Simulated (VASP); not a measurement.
Write the native input for VASP 6.6.1 that does the following.

```yaml
Task: band structure
Functional: r2SCAN
Potentials_or_basis: VASP PAW PBE potentials, release 64 (Se, In_d)
Cutoff: 520 eV
k_mesh: 9 × 9 × 1
Occupations: gaussian, width 0.03 eV
Spin: no spin polarisation
Dipole_correction: yes
Further_INCAR_settings: ALGO = All; EDIFF = 1e-07; NBANDS = 90
```

The structure of InSe lies in POSCAR:

```
InSe                                    
1.0
    4.0337196247      0.0000000000      0.0000000000
   -2.0168598124      3.4933036717      0.0000000000
    0.0000000000      0.0000000000     48.6777120000
  Se              In            
     8     8
Direct
     0.0000000000000000    0.0000000000000000    0.1879613740658175
     0.0000000000000000    0.0000000000000000    0.2984708069373011
     0.6666666699999979    0.3333333300000021    0.3592442793521323
     0.6666666699999979    0.3333333300000021    0.4695493995990765
     0.3333333300000021    0.6666666699999979    0.5304000122681644
     0.3333333300000021    0.6666666699999979    0.6407189986735632
     0.0000000000000000    0.0000000000000000    0.7015498445598262
     0.0000000000000000    0.0000000000000000    0.8120254402656581
     0.6666666699999979    0.3333333300000021    0.2145296517088998
     0.6666666699999979    0.3333333300000021    0.2719657563288863
     0.3333333300000021    0.6666666699999979    0.3856831119040713
     0.3333333300000021    0.6666666699999979    0.4430665811954216
     0.0000000000000000    0.0000000000000000    0.5568485498379343
     0.0000000000000000    0.0000000000000000    0.6142361524908783
     0.6666666699999979    0.3333333300000021    0.7280210031613085
     0.6666666699999979    0.3333333300000021    0.7854516276510725
```

These files were run (other wordings do the same):

INCAR

```
SYSTEM = InSe
ALGO = All ; AMIN = 0.01
DIPOL = 0.5 0.5 0.500 ; EDIFF = 1E-7
ENCUT = 520 ; IDIPOL = 3
ISIF = 2 ; ISMEAR = 0
KPAR = 8 ; LASPH = .True.
LCHARG = .False. ; LDIPOL = .True.
LMIXTAU = .True. ; LREAL = .False.
LVACPOTAV = .True. ; LVHAR = .True.
LWAVE = .False. ; METAGGA = R2SCAN
NBANDS = 90 ; NELM = 120
PREC = Accurate ; SIGMA = 0.03
```

KPOINTS

```
k-points
0
Gamma
  9 9 1
  0 0 0
```

KPOINTS_OPT

```
explicit points
67
Reciprocal
 0.0000000000  0.0000000000  0.0000000000 1
 0.0357142900  0.0000000000  0.0000000000 1
 0.0714285700  0.0000000000  0.0000000000 1
 0.1071428600  0.0000000000  0.0000000000 1
 0.1428571400  0.0000000000  0.0000000000 1
 0.1785714300  0.0000000000  0.0000000000 1
 0.2142857100  0.0000000000  0.0000000000 1
 0.2500000000  0.0000000000  0.0000000000 1
 0.2857142900  0.0000000000  0.0000000000 1
 0.3214285700  0.0000000000  0.0000000000 1
 0.3571428600  0.0000000000  0.0000000000 1
 0.3928571400  0.0000000000  0.0000000000 1
 0.4285714300  0.0000000000  0.0000000000 1
 0.4642857100  0.0000000000  0.0000000000 1
 0.5000000000  0.0000000000  0.0000000000 1
 0.4791666700  0.0416666700  0.0000000000 1
 0.4583333300  0.0833333300  0.0000000000 1
 0.4375000000  0.1250000000  0.0000000000 1
 0.4166666700  0.1666666700  0.0000000000 1
 0.3958333300  0.2083333300  0.0000000000 1
 0.3750000000  0.2500000000  0.0000000000 1
 0.3541666700  0.2916666700  0.0000000000 1
 0.3333333300  0.3333333300  0.0000000000 1
 0.3137254900  0.3137254900  0.0000000000 1
 0.2941176500  0.2941176500  0.0000000000 1
 0.2745098000  0.2745098000  0.0000000000 1
 0.2549019600  0.2549019600  0.0000000000 1
 0.2352941200  0.2352941200  0.0000000000 1
 0.2156862700  0.2156862700  0.0000000000 1
 0.1960784300  0.1960784300  0.0000000000 1
 0.1764705900  0.1764705900  0.0000000000 1
 0.1568627500  0.1568627500  0.0000000000 1
 0.1372549000  0.1372549000  0.0000000000 1
 0.1176470600  0.1176470600  0.0000000000 1
 0.0980392200  0.0980392200  0.0000000000 1
 0.0784313700  0.0784313700  0.0000000000 1
 0.0588235300  0.0588235300  0.0000000000 1
 0.0392156900  0.0392156900  0.0000000000 1
 0.0196078400  0.0196078400  0.0000000000 1
 0.0000000000  0.0000000000  0.0000000000 1
 0.0000000000  0.0000000000  0.0000000000 1
 0.0076394400 -0.0038197200  0.0000000000 1
-0.0076394400  0.0038197200  0.0000000000 1
 0.0222816900 -0.0111408500  0.0000000000 1
-0.0222816900  0.0111408500  0.0000000000 1
-0.0000000000  0.0066159500  0.0000000000 1
 0.0000000000 -0.0066159500  0.0000000000 1
-0.0000000000  0.0192965100  0.0000000000 1
 0.0000000000 -0.0192965100  0.0000000000 1
 0.5000000000  0.0000000000  0.0000000000 1
 0.5076394400 -0.0038197200  0.0000000000 1
 0.4923605600  0.0038197200  0.0000000000 1
 0.5222816900 -0.0111408500  0.0000000000 1
 0.4777183100  0.0111408500  0.0000000000 1
 0.5000000000  0.0066159500  0.0000000000 1
 0.5000000000 -0.0066159500  0.0000000000 1
 0.5000000000  0.0192965100  0.0000000000 1
 0.5000000000 -0.0192965100  0.0000000000 1
 0.3333333300  0.3333333300  0.0000000000 1
 0.3409727700  0.3295136100  0.0000000000 1
 0.3256938900  0.3371530500  0.0000000000 1
 0.3556150200  0.3221924800  0.0000000000 1
 0.3110516400  0.3444741800  0.0000000000 1
 0.3333333300  0.3399492800  0.0000000000 1
 0.3333333300  0.3267173800  0.0000000000 1
 0.3333333300  0.3526298400  0.0000000000 1
 0.3333333300  0.3140368200  0.0000000000 1
```

Potentials or basis: VASP PAW PBE potentials, release 64 (Se, In_d).

Run with:

```sh
$ cat potpaw_PBE.64/Se/POTCAR potpaw_PBE.64/In_d/POTCAR > POTCAR
$ mpirun -np 8 vasp_std > vasp.out
```

It gave:

| Item | Value |
| --- | --- |
| Largest force | 0.266 eV/Å |
| Band gap on the k mesh | 1.07 eV |
| Band gap along the path | 1.06 eV (least direct gap 1.07 eV) |
| Ionisation potential of the upper face | 5.70 eV |

Caveat: the PAW data sets were made with another functional, which shifts forces and pressure a little; spin-orbit coupling is left out, which moves the levels of the heavy elements.

It took 42 min on 8 MPI ranks on Intel(R) Xeon(R) 6975P-C (Granite Rapids) (shared host), peak memory 2.1 GiB a rank.
